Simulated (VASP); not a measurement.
Wanted: the native input for a VASP 6.6.1 run.

```
Task                   : relaxation of cell and atoms
Functional             : PBE
Potentials or basis    : VASP PAW PBE potentials, release 64 (Cd, Te)
Cutoff                 : 600 eV
k mesh                 : 8 × 8 × 8
Occupations            : gaussian, width 0.1 eV
Spin                   : no spin polarisation
Dipole correction      : no
Further INCAR settings : ALGO = Normal; EDIFF = 1e-06; IBRION = 2; EDIFFG = -0.01; NSW = 100; ISIF = 3
```

The structure of Cd2Te3 lies in POSCAR:

```
Cd2Te3
1.0
    5.6320384238      0.0000000000      0.0000000000
    0.0000000000      5.6320384238      0.0000000000
    0.0000000000      0.0000000000      5.6320384238
Cd Te
2 3
Direct
    0.5000000000      0.5000000000      0.5000000000
    0.0000000000      0.0000000000      0.0000000000
    0.5000000000      0.0000000000      0.0000000000
    0.0000000000      0.5000000000      0.0000000000
    0.0000000000      0.0000000000      0.5000000000
```

These files were run (other wordings do the same):

INCAR

```
SYSTEM = Cd2Te3
PREC     = Accurate       ! precision mode
ENCUT    = 600            ! plane-wave cutoff, eV
EDIFF    = 1E-6           ! SCF threshold, eV
ISMEAR   = 0              ! smearing method
SIGMA    = 0.1            ! smearing width, eV
LREAL    = .FALSE.        ! projectors in reciprocal space
LASPH    = .TRUE.         ! aspherical terms in the spheres
NELM     = 100            ! most SCF steps
ALGO     = Normal         ! electronic algorithm
ISIF     = 3              ! what is computed and relaxed
LWAVE    = .FALSE.        ! write WAVECAR
LCHARG   = .FALSE.        ! write CHGCAR
GGA      = PE             ! functional
IBRION   = 2              ! ionic algorithm
NSW      = 100            ! ionic steps
EDIFFG   = -0.01          ! ionic threshold
```

KPOINTS

```
regular mesh
0
G
  8 8 8
  0 0 0
```

Potentials or basis: VASP PAW PBE potentials, release 64 (Cd, Te).

Run with:

```console
$ cat potpaw_PBE.64/Cd/POTCAR potpaw_PBE.64/Te/POTCAR > POTCAR
$ mpirun -np 1 vasp_std > vasp.out
```

It gave:

```yaml
Relaxed_volume: 35.87 Å³/atom
Relaxed_cell: a = 5.640 Å, b = 5.640 Å, c = 5.640 Å, α = 90.00°, β = 90.00°, γ = 90.00°
Space_group_after_relaxing_to_0.05_Å: Pm-3m (No. 221)
Energy_gained_by_relaxing: 0.1 meV/atom
Ionic_steps: 2
Pressure_after_relaxing: 0.0 GPa
Band_gap_on_the_k_mesh: zero (band 21 reaches 3.27 eV, above the bottom of band 22 at 2.18 eV)
```

Caveat: spin-orbit coupling is left out, which moves the levels of the heavy elements.

It took 2.4 min on 1 thread of AMD EPYC 9R45 96-Core Processor (Zen 5) (shared host), peak memory 0.42 GiB.
